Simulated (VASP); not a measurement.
Here is a VASP 6.6.1 calculation.

The input INCAR:

```
PREC     = Accurate       # precision mode
ENCUT    = 520            # plane-wave cutoff, eV
EDIFF    = 1E-6           # SCF threshold, eV
ISMEAR   = -1             # smearing method
SIGMA    = 0.1            # smearing width, eV
LREAL    = False          # projectors in reciprocal space
LASPH    = True           # aspherical terms in the spheres
NELM     = 80             # most SCF steps
ALGO     = Normal         # electronic algorithm
ISIF     = 2              # what is computed and relaxed
LWAVE    = False          # write WAVECAR
LCHARG   = False          # write CHGCAR
GGA      = B5             # functional
ALDAX    = 1.0          
AGGAX    = 1.0          
AGGAC    = 1.0          
ALDAC    = 0.0          
NBANDS   = 10             # bands
```

The input KPOINTS:

```
Automatic mesh
0
Gamma
  17 17 17
```

The input POSCAR:

```
Fe
1.0
    0.0000000000      1.6755394198      1.6755394198
    1.6755394198      0.0000000000      1.6755394198
    1.6755394198      1.6755394198      0.0000000000
Fe
1
Direct
    0.0000000000      0.0000000000      0.0000000000
```

Potentials or basis: VASP PAW PBE potentials, release 64 (Fe).

The run is started by

```console
$ cat potpaw_PBE.64/Fe/POTCAR > POTCAR
$ mpirun -np 1 vasp_std > vasp.out
```

**Question.** What does it give for the pressure?

**Answer.** 43.4 GPa.

**Question.** What does it give for the band gap on the k mesh?

**Answer.** Zero (band 4 reaches 9.70 eV, above the bottom of band 5 at 7.43 eV).

Caveat: the PAW data sets were made with another functional, which shifts forces and pressure a little; the run has no spin polarisation, though such a crystal can be magnetic. Spin polarisation is off, so any magnetic state and its effect on volume and gap are missing.
